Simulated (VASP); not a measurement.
# Al6H in VASP: further runs, part 2 of 3

VASP 6.6.1. Earlier steps stand in the parts before.

## (3) Single point, PBE

INCAR reads:

```
PREC = Accurate
ENCUT = 520
EDIFF = 1E-6
ISMEAR = 0
SIGMA = 0.1
LREAL = False
LASPH = True
NELM = 60
ALGO = Normal
ISIF = 2
LWAVE = False
LCHARG = True
LDIPOL = True
IDIPOL = 3
DIPOL = 0.5 0.5 0.305
GGA = PE
LELF = True
LVHAR = True
LVACPOTAV = True
NBANDS = 32
```

KPOINTS reads:

```
Automatic mesh
0
Gamma
  5 5 1
```

POSCAR reads:

```
Al6H
1.0
    5.7135165837      0.0000000000      0.0000000000
    0.0000000000      5.7135165837      0.0000000000
    0.0000000000      0.0000000000     22.1746954375
Al H
12 2
Direct
    0.2500000000      0.2500000000      0.1803857921
    0.2500000000      0.7500000000      0.1803857921
    0.7500000000      0.2500000000      0.1803857921
    0.7500000000      0.7500000000      0.1803857921
    0.0000000000      0.0000000000      0.2744050924
    0.0000000000      0.5000000000      0.2744050924
    0.5000000000      0.0000000000      0.2744050924
    0.5000000000      0.5000000000      0.2744050924
    0.2500000000      0.2500000000      0.3686497278
    0.2500000000      0.7500000000      0.3686497278
    0.7500000000      0.2500000000      0.3686497278
    0.7500000000      0.7500000000      0.3686497278
    0.0000000000     -0.0568826563      0.4859004927
    0.0000000000      0.0568826563      0.4859004927
```

Potentials or basis: VASP PAW PBE potentials, release 64 (Al, H).

Command:

```console
> cat potpaw_PBE.64/Al/POTCAR potpaw_PBE.64/H/POTCAR > POTCAR
> mpirun -np 1 vasp_std > vasp.out
```

OUTCAR:

```text
PREC = Accurate
   ENCUT = 520
   EDIFF = 1E-6
   ISMEAR = 0
   LREAL = False
   LASPH = True
   NELM = 60
   ISIF = 2
   GGA = PE

 ion  position               nearest neighbor table
   1  0.250  0.250  0.180-   2 2.86   3 2.86   2 2.86   3 2.86   7 2.90   8 2.90   5 2.90   6 2.90

   2  0.250  0.750  0.180-   1 2.86   4 2.86   1 2.86   4 2.86   7 2.90   8 2.90   5 2.90   6 2.90

   3  0.750  0.250  0.180-   1 2.86   4 2.86   4 2.86   1 2.86   7 2.90   8 2.90   5 2.90   6 2.90
[... 15 lines left out ...]
  11  0.750  0.250  0.369-   9 2.86  12 2.86  12 2.86   9 2.86   5 2.91   6 2.91   7 2.91   8 2.91

  12  0.750  0.750  0.369-  10 2.86  11 2.86  11 2.86  10 2.86   5 2.91   6 2.91   7 2.91   8 2.91

  13  0.000  0.943  0.486-  14 0.65
  14  0.000  0.057  0.486-  13 0.65

  LATTYP: Found a simple tetragonal cell.
 ALAT       =     5.7135165837
 C/A-ratio  =     3.8810940885

  Lattice vectors:

 A1 = (   5.7135165837,   0.0000000000,   0.0000000000)
 A2 = (   0.0000000000,   5.7135165837,   0.0000000000)
[... 503 lines left out ...]

  FORCE on cell =-STRESS in cart. coord.  units (eV):
  Direction    XX          YY          ZZ          XY          YZ          ZX
  --------------------------------------------------------------------------------------
  -------------------------------------------------------------------------------------
  Total       -7.4380484     -4.2405137      0.4459962      0.0000000      0.0000000      0.0000000
  in kB      -16.4628466     -9.3856512      0.9871361      0.0000000      0.0000000      0.0000000
  external PRESSURE =      -8.2871206 kB  Pullay stress =       0.0000000 kB

 VOLUME and BASIS-vectors are now :
 -----------------------------------------------------------------------------
  energy-cutoff  :      520.00
  volume of cell :      723.88
      direct lattice vectors                 reciprocal lattice vectors
     5.713516584  0.000000000  0.000000000     0.175023558  0.000000000  0.000000000
     0.000000000  5.713516584  0.000000000     0.000000000  0.175023558  0.000000000
     0.000000000  0.000000000 22.174695437     0.000000000  0.000000000  0.045096448

 POSITION                                       TOTAL-FORCE (eV/Angst)
 -----------------------------------------------------------------------------------
      1.42838      1.42838      4.00000         0.003034      0.005861      0.016966
      1.42838      4.28514      4.00000         0.003034     -0.005861      0.016966
      4.28514      1.42838      4.00000        -0.003034      0.005861      0.016966
      4.28514      4.28514      4.00000        -0.003034     -0.005861      0.016966
      0.00000      0.00000      6.08485        -0.000000      0.000000      0.000932
      0.00000      2.85676      6.08485        -0.000000      0.000000     -0.002603
      2.85676      0.00000      6.08485        -0.000000      0.000000     -0.003130
      2.85676      2.85676      6.08485        -0.000000      0.000000      0.025552
      1.42838      1.42838      8.17470         0.040206      0.043057     -0.100234
      1.42838      4.28514      8.17470         0.040206     -0.043057     -0.100234
      4.28514      1.42838      8.17470        -0.040206      0.043057     -0.100234
      4.28514      4.28514      8.17470        -0.040206     -0.043057     -0.100234
      0.00000      5.38852     10.77470        -0.000000     -4.898876      0.156161
      0.00000      0.32500     10.77470        -0.000000      4.898876      0.156161
 -----------------------------------------------------------------------------------
    total drift:                               -0.000000      0.000000      0.000109

  FREE ENERGIE OF THE ION-ELECTRON SYSTEM (eV)
  ---------------------------------------------------
  free  energy   TOTEN  =       -47.7102888943 eV

  energy  without entropy=      -47.6917595035  energy(sigma->0) =      -47.70102420

 vacuum level on the upper side and lower side of the slab         3.428         3.559
```

stdout:

```text
POSCAR found type information on POSCAR AlH
 POSCAR found :  2 types and      14 ions
 scaLAPACK will be used
 LDA part: xc-table for (Slater+PW92), standard interpolation
 POSCAR, INCAR and KPOINTS ok, starting setup
 FFT: planning ... GRIDC
 FFT: planning ... GRID_SOFT
 FFT: planning ... GRID
 WAVECAR not read
 entering main loop
 -----------------------------------------------------------------------------
|                                                                             |
|           W    W    AA    RRRRR   N    N  II  N    N   GGGG   !!!           |
|           W    W   A  A   R    R  NN   N  II  NN   N  G    G  !!!           |
|           W    W  A    A  R    R  N N  N  II  N N  N  G       !!!           |
|           W WW W  AAAAAA  RRRRR   N  N N  II  N  N N  G  GGG   !            |
|           WW  WW  A    A  R   R   N   NN  II  N   NN  G    G                |
|           W    W  A    A  R    R  N    N  II  N    N   GGGG   !!!           |
|                                                                             |
|     Did not find any points to average over, which means that no vacuum     |
|     field-free region was found. Please increase the size of  your cell     |
|     in the dimension of the dipole correction to obtain accurate            |
|     workfunction values.                                                    |
|                                                                             |
 -----------------------------------------------------------------------------
```

Wall time 5.1 min (1 thread of Intel Xeon 6975P-C (Granite Rapids), shared host); peak memory 0.69 GiB.

What came out:

```
Free energy            : -47.7103 eV
Largest force          : 4.901 eV/Å
Band gap on the k mesh : zero (band 19 reaches -0.52 eV, above the bottom of band 20 at -1.07 eV)
```

Forces on the atoms (eV/Å):
```
Al   0.003  0.006  0.017
Al   0.003 -0.006  0.017
Al  -0.003  0.006  0.017
Al  -0.003 -0.006  0.017
Al   0.000  0.000  0.001
Al   0.000  0.000 -0.003
Al   0.000  0.000 -0.003
Al   0.000  0.000  0.026
Al   0.040  0.043 -0.100
Al   0.040 -0.043 -0.100
Al  -0.040  0.043 -0.100
Al  -0.040 -0.043 -0.100
H    0.000 -4.899  0.156
H    0.000  4.899  0.156
```

Levels at points of the mesh, in eV from the Fermi level:
| k point | band 16 | band 17 | band 18 | band 19 | band 20 | band 21 | band 22 | band 23 |
| --- | --- | --- | --- | --- | --- | --- | --- | --- |
| (0.00, 0.00, 0.00) | -0.79 | -0.77 | -0.67 | -0.32 | 0.02 | 0.05 | 0.05 | 0.06 |

## (4) Single point, PBE

INCAR reads:

```
SYSTEM = Al6H
ALGO = Normal
DIPOL = 0.5 0.5 0.311
EDIFF = 1E-6
ENCUT = 520
GGA = PE
IDIPOL = 3
ISIF = 2
ISMEAR = 0
LASPH = .TRUE.
LCHARG = .FALSE.
LDIPOL = .TRUE.
LREAL = .FALSE.
LWAVE = .FALSE.
NBANDS = 32
NELM = 60
PREC = Accurate
SIGMA = 0.1
```

KPOINTS reads:

```
k-points
0
G
  5 5 1
  0 0 0
```

Edit POSCAR of step 3 so:

```diff
@@ -20,3 +20,3 @@
     0.7500000000      0.7500000000      0.3686497278
-    0.0000000000     -0.0568826563      0.4859004927
-    0.0000000000      0.0568826563      0.4859004927
+    0.0000000000     -0.0568826563      0.5309969407
+    0.0000000000      0.0568826563      0.5309969407
```

Potentials or basis: VASP PAW PBE potentials, release 64 (Al, H).

Command:

```console
> cat potpaw_PBE.64/Al/POTCAR potpaw_PBE.64/H/POTCAR > POTCAR
> mpirun -np 1 vasp_std > vasp.out
```

OUTCAR:

```text
SYSTEM = Al6H
   EDIFF = 1E-6
   ENCUT = 520
   GGA = PE
   ISIF = 2
   ISMEAR = 0
   LASPH = .TRUE.
   LREAL = .FALSE.
   NELM = 60
   PREC = Accurate

 ion  position               nearest neighbor table
   1  0.250  0.250  0.180-   2 2.86   3 2.86   2 2.86   3 2.86   7 2.90   8 2.90   5 2.90   6 2.90

   2  0.250  0.750  0.180-   1 2.86   4 2.86   1 2.86   4 2.86   7 2.90   8 2.90   5 2.90   6 2.90

   3  0.750  0.250  0.180-   1 2.86   4 2.86   4 2.86   1 2.86   7 2.90   8 2.90   5 2.90   6 2.90
[... 15 lines left out ...]
  11  0.750  0.250  0.369-   9 2.86  12 2.86  12 2.86   9 2.86   5 2.91   6 2.91   7 2.91   8 2.91

  12  0.750  0.750  0.369-  10 2.86  11 2.86  11 2.86  10 2.86   5 2.91   6 2.91   7 2.91   8 2.91

  13  0.000  0.943  0.531-  14 0.65
  14  0.000  0.057  0.531-  13 0.65

  LATTYP: Found a simple tetragonal cell.
 ALAT       =     5.7135165837
 C/A-ratio  =     3.8810940885

  Lattice vectors:

 A1 = (   5.7135165837,   0.0000000000,   0.0000000000)
 A2 = (   0.0000000000,   5.7135165837,   0.0000000000)
 A3 = (   0.0000000000,   0.0000000000,  22.1746954375)

Analysis of symmetry for initial positions (statically):
=====================================================================
 Subroutine PRICEL returns:
 Original cell was already a primitive cell.

 Routine SETGRP: Setting up the symmetry group for a
 simple tetragonal supercell.

 Subroutine GETGRP returns: Found  4 space group operations
 (whereof  4 operations were pure point group operations)
 out of a pool of 16 trial point group operations.

The static configuration has the point symmetry C_2v.

Analysis of symmetry for dynamics (positions and initial velocities):
=====================================================================
 Subroutine PRICEL returns:
 Original cell was already a primitive cell.

[... 158 lines left out ...]

 Free energy of the ion-electron system (eV)
  ---------------------------------------------------
  ext. energy  EPLUGINS =         0.00000000
  ---------------------------------------------------
  free energy    TOTEN  =       -47.83492251 eV

  energy without entropy =      -47.81635355  energy(sigma->0) =      -47.82563803

 E-fermi :  -0.9978     XC(G=0):  -3.9269

 val. band max:       -1.0690954890   @ k =   0.0000   0.4000   0.0000
 cond. band min:      -0.9703543095   @ k =   0.0000   0.0000   0.0000
 fundamental gap:      0.0987411794
 Fermi energy:        -0.9977972725

 k-point     1 :       0.0000    0.0000    0.0000
  band No.  band energies     occupation
      1     -11.0483      2.00000
      2      -8.9454      2.00000
      3      -7.4192      2.00000
      4      -6.6554      2.00000
      5      -6.6554      2.00000
      6      -6.5437      2.00000
[... 295 lines left out ...]
     30       2.0714      0.00000
     31       2.5292      0.00000
 [bands above 31 left out]

------------------------ aborting loop because EDIFF is reached ----------------------------------------

 vacuum level on the upper side and lower side of the slab       (xc-potential included)        -0.018         0.001

  FORCE on cell =-STRESS in cart. coord.  units (eV):
  Direction    XX          YY          ZZ          XY          YZ          ZX
  --------------------------------------------------------------------------------------
  -------------------------------------------------------------------------------------
  Total       -7.6080919     -4.4376516     -0.3588137      0.0000000      0.0000000      0.0000000
  in kB      -16.8392088     -9.8219821     -0.7941726      0.0000000      0.0000000      0.0000000
  external PRESSURE =      -9.1517878 kB  Pullay stress =       0.0000000 kB

 VOLUME and BASIS-vectors are now :
 -----------------------------------------------------------------------------
  energy-cutoff  :      520.00
  volume of cell :      723.88
      direct lattice vectors                 reciprocal lattice vectors
     5.713516584  0.000000000  0.000000000     0.175023558  0.000000000  0.000000000
     0.000000000  5.713516584  0.000000000     0.000000000  0.175023558  0.000000000
     0.000000000  0.000000000 22.174695437     0.000000000  0.000000000  0.045096448

 POSITION                                       TOTAL-FORCE (eV/Angst)
 -----------------------------------------------------------------------------------
      1.42838      1.42838      4.00000         0.000311      0.000861      0.019130
      1.42838      4.28514      4.00000         0.000311     -0.000861      0.019130
      4.28514      1.42838      4.00000        -0.000311      0.000861      0.019130
      4.28514      4.28514      4.00000        -0.000311     -0.000861      0.019130
      0.00000      0.00000      6.08485        -0.000000      0.000000      0.008526
      0.00000      2.85676      6.08485        -0.000000      0.000000      0.010048
      2.85676      0.00000      6.08485        -0.000000      0.000000      0.009874
      2.85676      2.85676      6.08485        -0.000000      0.000000      0.012508
      1.42838      1.42838      8.17470         0.001874      0.002578     -0.035339
      1.42838      4.28514      8.17470         0.001874     -0.002578     -0.035339
      4.28514      1.42838      8.17470        -0.001874      0.002578     -0.035339
      4.28514      4.28514      8.17470        -0.001874     -0.002578     -0.035339
      0.00000      5.38852     11.77470        -0.000000     -4.884600      0.011940
      0.00000      0.32500     11.77470        -0.000000      4.884600      0.011940
 -----------------------------------------------------------------------------------
    total drift:                               -0.000000     -0.000000      0.000063

  FREE ENERGIE OF THE ION-ELECTRON SYSTEM (eV)
  ---------------------------------------------------
  free  energy   TOTEN  =       -47.8349225125 eV

  energy  without entropy=      -47.8163535490  energy(sigma->0) =      -47.82563803

 vacuum level on the upper side and lower side of the slab         3.487         3.505
```

stdout:

```text
POSCAR found type information on POSCAR AlH
 POSCAR found :  2 types and      14 ions
 scaLAPACK will be used
 LDA part: xc-table for (Slater+PW92), standard interpolation
 POSCAR, INCAR and KPOINTS ok, starting setup
 FFT: planning ... GRIDC
 FFT: planning ... GRID_SOFT
 FFT: planning ... GRID
 WAVECAR not read
 entering main loop
```

Wall time 4.9 min (1 thread of Intel Xeon 6975P-C (Granite Rapids), shared host); peak memory 0.66 GiB.

Results:

- Free energy: -47.8349 eV
- Largest force: 4.885 eV/Å
- Band gap on the k mesh: zero (band 19 reaches -0.60 eV, above the bottom of band 20 at -1.12 eV)

Forces on the atoms (eV/Å):
```
Al   0.000  0.001  0.019
Al   0.000 -0.001  0.019
Al   0.000  0.001  0.019
Al   0.000 -0.001  0.019
Al   0.000  0.000  0.009
Al   0.000  0.000  0.010
Al   0.000  0.000  0.010
Al   0.000  0.000  0.013
Al   0.002  0.003 -0.035
Al   0.002 -0.003 -0.035
Al  -0.002  0.003 -0.035
Al  -0.002 -0.003 -0.035
H    0.000 -4.885  0.012
H    0.000  4.885  0.012
```

(Part 2 of 3 ends here.)
